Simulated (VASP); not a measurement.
# K (Fm-3m) in VASP: notebook

The runs below take K through single point, with r2SCAN.

Everything below comes from runs of VASP 6.6.1. Logs are shortened: lines on timing, memory, paths and dates and some standing lists are left out, and cuts for length are marked.

### Step 1. The cell of the first run

Symmetry: Fm-3m, No. 225, cubic system. Conventional cell: a = 6.741 Å, b = 6.741 Å, c = 6.741 Å, α = 90.00°, β = 90.00°, γ = 90.00°.

This isn't the form of K at room conditions, which is bcc.

### Step 2. Single point, r2SCAN (76.57 Å³/atom)

The input, POSCAR:

```
K
1.0
    0.0000000000      3.3703435831      3.3703435831
    3.3703435831      0.0000000000      3.3703435831
    3.3703435831      3.3703435831      0.0000000000
K
1
Direct
    0.0000000000      0.0000000000      0.0000000000
```

The input, INCAR.step1:

```
SYSTEM = K
  ALGO = Normal
  EDIFF = 1E-4
  ENCUT = 520
  GGA = PE
  ISMEAR = -1
  LASPH = .True.
  LCHARG = .False.
  LREAL = .False.
  LWAVE = .True.
  NBANDS = 10
  NELM = 60
  PREC = Accurate
  SIGMA = 0.1
```

The input, INCAR.step2:

```
SYSTEM = K
  ALGO = Normal
  EDIFF = 1E-6
  ENCUT = 520
  ISIF = 2
  ISMEAR = -1
  ISTART = 1
  LASPH = .True.
  LCHARG = .False.
  LMIXTAU = .True.
  LREAL = .False.
  LWAVE = .False.
  METAGGA = R2SCAN
  NBANDS = 10
  NELM = 60
  PREC = Accurate
  SIGMA = 0.1
```

The input, KPOINTS:

```
k-points
0
Gamma
  9 9 9
  0 0 0
```

Potentials or basis: VASP PAW PBE potentials, release 64 (K_sv).

Command:

```sh
$ cat potpaw_PBE.64/K_sv/POTCAR > POTCAR
$ cp INCAR.step1 INCAR
$ mpirun -np 1 vasp_std > vasp.out
$ cp INCAR.step2 INCAR
$ mpirun -np 1 vasp_std > vasp.out
```

OUTCAR:

```text
SYSTEM = K
   EDIFF = 1E-6
   ENCUT = 520
   ISIF = 2
   ISMEAR = -1
   ISTART = 1
   LASPH = .True.
   LREAL = .False.
   METAGGA = R2SCAN
   NELM = 60
   PREC = Accurate

 ion  position               nearest neighbor table
   1  0.000  0.000  0.000-

  LATTYP: Found a face centered cubic cell.
 ALAT       =     6.7406871662

  Lattice vectors:

 A1 = (   0.0000000000,   3.3703435831,   3.3703435831)
 A2 = (   3.3703435831,   0.0000000000,   3.3703435831)
 A3 = (   3.3703435831,   3.3703435831,   0.0000000000)

Analysis of symmetry for initial positions (statically):
=====================================================================
 Subroutine PRICEL returns:
 Original cell was already a primitive cell.

 Routine SETGRP: Setting up the symmetry group for a
 face centered cubic supercell.

 Subroutine GETGRP returns: Found 48 space group operations
 (whereof 48 operations were pure point group operations)
 out of a pool of 48 trial point group operations.

The static configuration has the point symmetry O_h .

Analysis of symmetry for dynamics (positions and initial velocities):
=====================================================================
 Subroutine PRICEL returns:
 Original cell was already a primitive cell.

 Routine SETGRP: Setting up the symmetry group for a
 face centered cubic supercell.

 Subroutine GETGRP returns: Found 48 space group operations
 (whereof 48 operations were pure point group operations)
 out of a pool of 48 trial point group operations.

The dynamic configuration has the point symmetry O_h .

 Subroutine INISYM returns: Found 48 space group operations
 (whereof 48 operations are pure point group operations),
 and found     1 'primitive' translations

----------------------------------------------------------------------------------------

                                     Primitive cell

  volume of cell :      76.5689

  direct lattice vectors                    reciprocal lattice vectors
     0.000000000  3.370343583  3.370343583    -0.148352827  0.148352827  0.148352827
     3.370343583  0.000000000  3.370343583     0.148352827 -0.148352827  0.148352827
     3.370343583  3.370343583  0.000000000     0.148352827  0.148352827 -0.148352827

  length of vectors
     4.766385605  4.766385605  4.766385605     0.256954635  0.256954635  0.256954635

  position of ions in fractional coordinates (direct lattice)
     0.000000000  0.000000000  0.000000000

  ion indices of the primitive-cell ions
   primitive index   ion index
                 1           1

----------------------------------------------------------------------------------------

 KPOINTS: k-points

Automatic generation of k-mesh.
 Grid dimensions read from file:
 generate k-points for:    9    9    9

 Generating k-lattice:

  Cartesian coordinates                     Fractional coordinates (reciprocal lattice)
    -0.016483647  0.016483647  0.016483647     0.111111111  0.000000000  0.000000000
     0.016483647 -0.016483647  0.016483647     0.000000000  0.111111111  0.000000000
     0.016483647  0.016483647 -0.016483647     0.000000000  0.000000000  0.111111111

  Length of vectors
     0.028550515  0.028550515  0.028550515

  Shift w.r.t. Gamma in fractional coordinates (k-lattice)
     0.000000000  0.000000000  0.000000000

 Subroutine IBZKPT returns following result:
 ===========================================

 Found     35 irreducible k-points:

 Following reciprocal coordinates:
            Coordinates               Weight
  0.000000  0.000000  0.000000      1.000000
  0.111111  0.000000  0.000000      8.000000
  0.222222  0.000000  0.000000      8.000000
  0.333333  0.000000  0.000000      8.000000
  0.444444  0.000000  0.000000      8.000000
  0.111111  0.111111  0.000000      6.000000
[... 16 lines left out ...]
 -0.333333  0.333333  0.000000     12.000000
  0.444444  0.444444  0.000000      6.000000
 [... further k-points ...]
   k-points           NKPTS =     35   k-points in BZ     NKDIM =     35   number of bands    NBANDS=     10
   number of dos      NEDOS =    301   number of ions     NIONS =      1
   total plane-waves  NPLWV =  46656
   dimension x,y,z NGX =    36 NGY =   36 NGZ =   36
   dimension x,y,z NGXF=    72 NGYF=   72 NGZF=   72
   ions per type =               1
   NGX,Y,Z   is equivalent  to a cutoff of  12.56, 12.56, 12.56 a.u.
   NGXF,Y,Z  is equivalent  to a cutoff of  25.11, 25.11, 25.11 a.u.
 SYSTEM =  K
   PREC   = accura    normal or accurate (medium, high low for compatibility)
   ISTART =      1    job   : 0-new  1-cont  2-samecut
   ICHARG =      0    charge: 1-file 2-atom 10-const
   ISPIN  =      1    spin polarized calculation?
   LNONCOLLINEAR =      F non collinear calculations
   LSORBIT =      F    spin-orbit coupling
   LASPH  =      T    aspherical Exc in radial PAW
   ENCUT  =  520.0 eV  38.22 Ry    6.18 a.u.   8.86  8.86  8.86*2*pi/ulx,y,z
   NELM   =     60;   NELMIN=  2; NELMDL=  0     # of ELM steps
   EDIFF  = 0.1E-05   stopping-criterion for ELM
   LREAL  =      F    real-space projection
   EDIFFG = 0.1E-04   stopping-criterion for IOM
   NSW    =      0    number of steps for IOM
   IBRION =     -1    ionic relax: 0-MD 1-quasi-New 2-CG
   NFREE  =      0    steps in history (QN), initial steepest desc. (CG)
   ISIF   =      2    stress and relaxation
   ISYM   =      2    0-nonsym 1-usesym 2-fastsym
   POTIM  = 0.5000    time-step for ionic-motion
   TEBEG  =    0.0;   TEEND  =   0.0 temperature during run
   PSTRESS=    0.0 pullay stress
   NELECT =       9.0000    total number of electrons
   NUPDOWN=      -1.0000    fix difference up-down
   EMIN   =  10.00;   EMAX   =-10.00  energy-range for DOS
   EFERMI =   0.00;   METHOD = LEGACY
   ISMEAR =    -1;   SIGMA  =   0.10  broadening in eV -4-tet -1-fermi 0-gaus
   EFERMI_NEDOS =   21; number of points for ismear=-14 and -15
   IALGO  =     38    algorithm
   IMIX   =      4    mixing-type and parameters
     AMIX     =   0.40;   BMIX     =  1.00
     AMIX_MAG =   1.60;   BMIX_MAG =  1.00
  volume/ion in A,a.u.               =      76.57       516.71
  Fermi-wavevector in a.u.,A,eV,Ry     =   0.801933  1.515434  8.749863  0.643097
  Thomas-Fermi vector in A             =   1.909515
   LORBIT       =      0    0 simple, 1 ext, 2 COOP (PROOUT), +10 PAW based schemes
   METAGGA = R2SCAN    functional components
   LHFCALC =     F    Hartree Fock is set to
   AEXX    =    0.0000 exact exchange contribution
   IVDW    =     0    specifies the selected vdW correction
   LEPSILON=     F    determine dielectric tensor
   LRPA    =     F    only Hartree local field effects (RPA)
 non-spin polarized calculation
  energy-cutoff  :      520.00
  volume of cell :       76.57
 maximum number of plane-waves:      2085
   NGX = 17   NGY = 17   NGZ = 17

 number of electron       9.0000001 magnetization

 Free energy of the ion-electron system (eV)
  ---------------------------------------------------
  ext. energy  EPLUGINS =         0.00000000
  ---------------------------------------------------
  free energy    TOTEN  =        -6.02352007 eV

  energy without entropy =       -5.99897662  energy(sigma->0) =       -6.01124834

 E-fermi :  -0.1278     XC(G=0):  -5.8092

 val. band max:       -0.2047405275   @ k =   0.4444   0.0000   0.0000
 cond. band min:      -0.0882456709   @ k =   0.4444   0.3333   0.0000
 fundamental gap:      0.1164948566
 Fermi energy:        -0.1277603283

 k-point     1 :       0.0000    0.0000    0.0000
  band No.  band energies     occupation
      1     -33.8286      2.00000
      2     -16.5029      2.00000
      3     -16.5029      2.00000
      4     -16.5029      2.00000
      5      -2.4020      2.00000
      6       4.4655      0.00000
      7       4.4655      0.00000
      8       4.4655      0.00000
      9       5.7864      0.00000
     10       5.7864      0.00000

 k-point     2 :       0.1111    0.0000    0.0000
  band No.  band energies     occupation
      1     -33.8282      2.00000
      2     -16.5100      2.00000
      3     -16.5039      2.00000
      4     -16.5038      2.00000
      5      -2.2523      2.00000
      6       4.0178      0.00000
      7       4.5174      0.00000
      8       4.5174      0.00000
      9       5.6536      0.00000
     10       5.6536      0.00000

 k-point     3 :       0.2222    0.0000    0.0000
  band No.  band energies     occupation
      1     -33.8272      2.00000
      2     -16.5277      2.00000
      3     -16.5063      2.00000
      4     -16.5063      2.00000
      5      -1.8134      2.00000
      6       3.0760      0.00000
      7       4.5394      0.00000
      8       4.5395      0.00000
      9       5.5836      0.00000
     10       5.5837      0.00000

 k-point     4 :       0.3333    0.0000    0.0000
  band No.  band energies     occupation
      1     -33.8261      2.00000
      2     -16.5478      2.00000
      3     -16.5090      2.00000
      4     -16.5090      2.00000
      5      -1.1150      1.99990
      6       1.9779      0.00000
      7       4.3818      0.00000
      8       4.3819      0.00000
      9       5.9348      0.00000
     10       5.9348      0.00000
[... 222 lines left out ...]
 k-point    22 :      -0.4444    0.3333    0.0000
  band No.  band energies     occupation
      1     -33.8244      2.00000
      2     -16.5516      2.00000
      3     -16.5330      2.00000
      4     -16.5204      2.00000
      5       0.7076      0.00047
      6       1.5632      0.00000
      7       2.0825      0.00000
      8       4.6800      0.00000
      9       4.7086      0.00000
     10       6.5670      0.00000

 k-point    23 :      -0.3333    0.3333    0.0000
  band No.  band energies     occupation
      1     -33.8245      2.00000
      2     -16.5430      2.00000
      3     -16.5426      2.00000
      4     -16.5171      2.00000
      5       0.6885      0.00057
      6       1.6303      0.00000
      7       1.8562      0.00000
      8       4.6011      0.00000
      9       5.0018      0.00000
     10       6.1609      0.00000

 k-point    24 :       0.4444    0.4444    0.0000
  band No.  band energies     occupation
      1     -33.8244      2.00000
      2     -16.5574      2.00000
      3     -16.5239      2.00000
      4     -16.5239      2.00000
      5       0.4075      0.00943
      6       1.6917      0.00000
      7       2.4441      0.00000
      8       5.0180      0.00000
      9       5.0181      0.00000
     10       6.2291      0.00000

 [... further k-points ...]
[... 5 lines left out ...]
  --------------------------------------------------------------------------------------
  -------------------------------------------------------------------------------------
  Total       -0.0019446     -0.0019446     -0.0019446      0.0000000     -0.0000000      0.0000000
  in kB       -0.0406903     -0.0406903     -0.0406903      0.0000000     -0.0000000      0.0000000
  external PRESSURE =      -0.0406903 kB  Pullay stress =       0.0000000 kB

 VOLUME and BASIS-vectors are now :
 -----------------------------------------------------------------------------
  energy-cutoff  :      520.00
  volume of cell :       76.57
      direct lattice vectors                 reciprocal lattice vectors
     0.000000000  3.370343583  3.370343583    -0.148352827  0.148352827  0.148352827
     3.370343583  0.000000000  3.370343583     0.148352827 -0.148352827  0.148352827
     3.370343583  3.370343583  0.000000000     0.148352827  0.148352827 -0.148352827

 POSITION                                       TOTAL-FORCE (eV/Angst)
 -----------------------------------------------------------------------------------
      0.00000      0.00000      0.00000         0.000000      0.000000      0.000000
 -----------------------------------------------------------------------------------
    total drift:                               -0.000000     -0.000000     -0.000000

  FREE ENERGIE OF THE ION-ELECTRON SYSTEM (eV)
  ---------------------------------------------------
  free  energy   TOTEN  =        -6.0235200675 eV

  energy  without entropy=       -5.9989766224  energy(sigma->0) =       -6.01124834
```

It took 96 s on 1 thread of AMD EPYC 7R43 (Zen 3), shared host; peak memory 0.18 GiB.

Results:

```yaml
Free_energy: -6.0235 eV
Pressure: 0.0 GPa
Band_gap_on_the_k_mesh: zero (an odd number of electrons rules out a gap without spin polarisation)
```

Caveat: the PAW data sets were made with another functional, which shifts forces and pressure a little.

### Step 3. Single point, r2SCAN (79.63 Å³/atom)

This run uses another cell than the first one, of 79.63 Å³/atom.

The input, POSCAR:

```
K
1.0
    0.0000000000      3.4146952953      3.4146952953
    3.4146952953      0.0000000000      3.4146952953
    3.4146952953      3.4146952953      0.0000000000
K
1
Direct
    0.0000000000      0.0000000000      0.0000000000
```

The input, INCAR.step1:

```
SYSTEM = K
PREC     = Accurate       ! precision mode
ENCUT    = 520            ! plane-wave cutoff, eV
ISMEAR   = -1             ! smearing method
SIGMA    = 0.1            ! smearing width, eV
LREAL    = .FALSE.        ! projectors in reciprocal space
LASPH    = .TRUE.         ! aspherical terms in the spheres
NELM     = 60             ! most SCF steps
NBANDS   = 10             ! bands
GGA      = PE             ! functional
ALGO     = Normal         ! electronic algorithm
EDIFF    = 1E-4           ! SCF threshold, eV
LWAVE    = .TRUE.         ! write WAVECAR
LCHARG   = .FALSE.        ! write CHGCAR
```

The input, INCAR.step2:

```
SYSTEM = K
PREC     = Accurate       ! precision mode
ENCUT    = 520            ! plane-wave cutoff, eV
EDIFF    = 1E-6           ! SCF threshold, eV
ISMEAR   = -1             ! smearing method
SIGMA    = 0.1            ! smearing width, eV
LREAL    = .FALSE.        ! projectors in reciprocal space
LASPH    = .TRUE.         ! aspherical terms in the spheres
NELM     = 60             ! most SCF steps
ALGO     = Normal         ! electronic algorithm
ISIF     = 2              ! what is computed and relaxed
LWAVE    = .FALSE.        ! write WAVECAR
LCHARG   = .FALSE.        ! write CHGCAR
METAGGA  = R2SCAN         ! meta-GGA
LMIXTAU  = .TRUE.       
NBANDS   = 10             ! bands
ISTART   = 1
```

The input, KPOINTS:

```
regular mesh
0
G
  9 9 9
  0 0 0
```

Potentials or basis: VASP PAW PBE potentials, release 64 (K_sv).

Command:

```sh
$ cat potpaw_PBE.64/K_sv/POTCAR > POTCAR
$ cp INCAR.step1 INCAR
$ mpirun -np 1 vasp_std > vasp.out
$ cp INCAR.step2 INCAR
$ mpirun -np 1 vasp_std > vasp.out
```

It took 2 min on 1 thread of AMD EPYC 7R43 (Zen 3), shared host; peak memory 0.18 GiB.

It converged, with:

```yaml
Free_energy: -6.0227 eV
Pressure: -0.1 GPa
Band_gap_on_the_k_mesh: zero (an odd number of electrons rules out a gap without spin polarisation)
```

Levels at points of the mesh, in eV from the Fermi level:
```
           k point  band 1  band 2  band 3  band 4  band 5  band 6  band 7  band 8  band 9  band 10
(0.00, 0.00, 0.00)  -33.73  -16.40  -16.40  -16.40   -2.22    4.55    4.55    4.55    5.85     5.85
```

Caveat: the PAW data sets were made with another functional, which shifts forces and pressure a little.
